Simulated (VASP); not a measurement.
The system is CuI.

```xyz
2
Lattice="0.0000 3.0120 3.0120 2.9099 0.0000 3.0120 2.9099 3.0120 0.0000" Properties=species:S:1:pos:R:3 pbc="T T T"
Cu    0.0000    0.0000    0.0000
I     1.4550    1.5060    1.5060
```

This cell differs from its parent crystal: uniaxial x strain -3.4%.

Base run:

| Quantity | Value |
| --- | --- |
| Program | VASP 6.6.1 |
| Functional | PBE |
| Potentials or basis | VASP PAW PBE potentials, release 64 (Cu, I) |
| Cutoff | 520 eV |
| k mesh | 8 × 8 × 8 |
| Occupations | fermi-dirac, width 0.02 eV |
| Spin | no spin polarisation |

Its results: band gap on the k mesh 1.25 eV, direct; pressure 2.8 GPa.

The run is repeated on the same cell with these changes: functional from PBE to r2SCAN; occupations from fermi-dirac, width 0.02 eV to gaussian, width 0.01 eV. What comes out?

Band gap on the k mesh 1.74 eV, direct; pressure 1.6 GPa.

Caveats: spin-orbit coupling is left out, which moves the levels of the heavy elements; the PAW data sets were made with another functional, which shifts forces and pressure a little (some runs).

